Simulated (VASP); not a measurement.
A run of VASP 6.6.1 is set up as follows.

The input INCAR:

```
  PREC = Accurate
  ENCUT = 600
  EDIFF = 1E-6
  ISMEAR = -1
  SIGMA = 0.05
  LREAL = F
  LASPH = T
  NELM = 60
  ALGO = Normal
  ISIF = 3
  LWAVE = F
  LCHARG = F
  GGA = PS
  IVDW = 13
  IBRION = 2
  NSW = 60
  EDIFFG = -0.01
```

The input KPOINTS:

```
regular mesh
0
Gamma
  13 13 13
```

Contents of POSCAR:

```
C
1.0
    0.0000000000      1.7833700000      1.7833700000
    1.7833700000      0.0000000000      1.7833700000
    1.7833700000      1.7833700000      0.0000000000
C
2
Direct
    0.7500000000      0.7500000000      0.7500000000
    0.5000000000      0.5000000000      0.5000000000
```

Potentials or basis: VASP PAW PBE potentials, release 64 (C).

Command:

```sh
$ cat potpaw_PBE.64/C/POTCAR > POTCAR
$ mpirun -np 1 vasp_std > vasp.out
```

Problem. What does it give for the band gap on the k mesh?

Solution. 4.05 eV, indirect (least direct gap 5.59 eV).

Problem. Predict the relaxed volume.

Solution. 5.58 Å³/atom.

Step by step:
| step | energy change (eV) | largest force (eV/Å) | pressure (GPa) | volume (Å³) |
| --- | --- | --- | --- | --- |
| 1 | 0.0000 | 0.0000 | -7.43 | 11.34 |
| 2 | 0.0029 | 0.0000 | 10.17 | 10.92 |
| 3 | -0.0045 | 0.0000 | -0.03 | 11.16 |

Caveat: the PAW data sets were made with another functional, which shifts forces and pressure a little.

The cell as given is a measured one (5.67 Å³/atom); PBEsol+D4 puts the equilibrium volume -1.7 % from it, thermal expansion not counted.
